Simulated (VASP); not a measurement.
Input of a VASP 6.6.1 run:

The input INCAR:

```
SYSTEM = BN
PREC = Accurate ; ENCUT = 520
EDIFF = 1E-7 ; ISMEAR = 0
SIGMA = 0.02 ; LREAL = .False.
LASPH = .True. ; NELM = 100
ALGO = Normal ; ISIF = 2
LWAVE = .False. ; LCHARG = .False.
GGA = PE ; NBANDS = 11
```

Contents of KPOINTS:

```
Automatic mesh
0
Gamma
  10 10 6
  0 0 0
```

File POSCAR:

```
BN
1.0
    2.1755956940     -1.2560818633     -0.0073497797
    2.1755956940      1.2560818633     -0.0073497797
   -1.4137592606      0.0000000000      4.1827195725
B N
1 1
Direct
    0.0004416291      0.0004416291      0.0013278914
    0.6671253509      0.6671253509      0.0013730586
```

Potentials or basis: VASP PAW PBE potentials, release 64 (B, N).

The run is started by

```sh
$ cat potpaw_PBE.64/B/POTCAR potpaw_PBE.64/N/POTCAR > POTCAR
$ mpirun -np 1 vasp_std > vasp.out
```

Estimate the pressure.

0.1 GPa.

Estimate the band gap on the k mesh.

4.52 eV, indirect (least direct gap 4.97 eV).

Stress tensor (GPa, compression positive):
```
 0.12  0.00  0.00
 0.00  0.12  0.00
 0.00  0.00 -0.08
```

Caveat: this functional lacks dispersion, which binds the layers, so the pressure and a relaxed spacing across them are unreliable. As with any semilocal functional, this PBE gap is likely too small.
